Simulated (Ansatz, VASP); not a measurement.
# Two plane-wave programs on TiSi2

```
Ti Si
1.0
     0.00000    4.24154    4.26150
     2.45810    0.00000    4.26150
     2.45810    4.24154    0.00000
Ti Si
2 4
Direct
  0.75000 0.75000 0.75000
  0.50000 0.50000 0.50000
  0.08300 0.41700 0.08300
  0.41700 0.08300 0.41700
  0.16700 0.83300 0.16700
  0.83300 0.16700 0.83300
```

Change from the starting cell: equal xx and yy strain of +3 %, PAW files.

Alike in both runs: task electric field gradients; functional PBEsol; k mesh 8 × 8 × 8; occupations fermi-dirac, width 0.08 eV; no spin polarisation.

|  | VASP | Ansatz |
| --- | --- | --- |
| version | VASP 6.6.1 | Ansatz 0.2.0 |
| potentials or method | VASP PAW PBE potentials, release 64 (Ti_sv, Si) | PAW with Ansatz's default frozen-core files, scalar-relativistic |
| plane-wave cutoff (eV) | 520 | 420 |
| valence electrons in the cell | 40 | 40 |

```csv
,VASP,Ansatz,Ansatz less VASP
pressure (GPa),-8.4,-8.5,-0.12
"traceless stress, the component that is largest in VASP (GPa)",4.01,3.95,-0.059
rms of the force components (eV/Å),0.054,0.053,-0.0003
size of Vzz on the site where it differs most (V/Å²),21.0,22.4,+1.44
```

VASP's potentials were made for PBE, not for PBEsol. Atom by atom the forces differ by 0.000 eV/Å (rms over components).
